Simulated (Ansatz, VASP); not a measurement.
One calculation of Si4N, two programs

```xyz
5
Lattice="2.6462 1.5278 3.1402 -2.6462 1.5278 3.1402 0.0000 -3.0556 3.1402" Properties=species:S:1:pos:R:3 pbc="T T T"
Si    1.5086   -0.8710    4.4945
Si    0.0000    1.7420    4.4945
Si   -1.5086   -0.8710    4.4945
Si    0.0000    0.0000    3.6075
N     0.0000    0.0000    0.8314
```

Alike in both runs: task single point; functional PBE; k mesh 6 × 6 × 6; occupations gaussian, width 0.1 eV; collinear spin.

|  | VASP | Ansatz |
| --- | --- | --- |
| version | VASP 6.6.1 | Ansatz 0.2.0 |
| potentials or method | VASP PAW PBE potentials, release 64 (Si, N), cutoff 520 eV | scalar-relativistic, plane waves, PAW |
| valence electrons in the cell | 21 | 21 |

|  | VASP | Ansatz | Ansatz less VASP |
| --- | --- | --- | --- |
| gap on the k mesh at the Fermi level (eV) | none | none | - |
| pressure (GPa) | 26.5 | 26.8 | +0.23 |
| traceless stress, the component that is largest in VASP (GPa) | -19.15 | -19.23 | -0.083 |
| rms of the force components (eV/Å) | 3.685 | 3.707 | +0.0214 |
| net moment per atom (μB) | 0.00 | 0.00 | 0.000 |

Atom by atom the forces differ by 0.021 eV/Å (rms over components). A gap of «none» marks a metal or a gap that the smearing closes. Ansatz's warnings: seeded moment not kept.
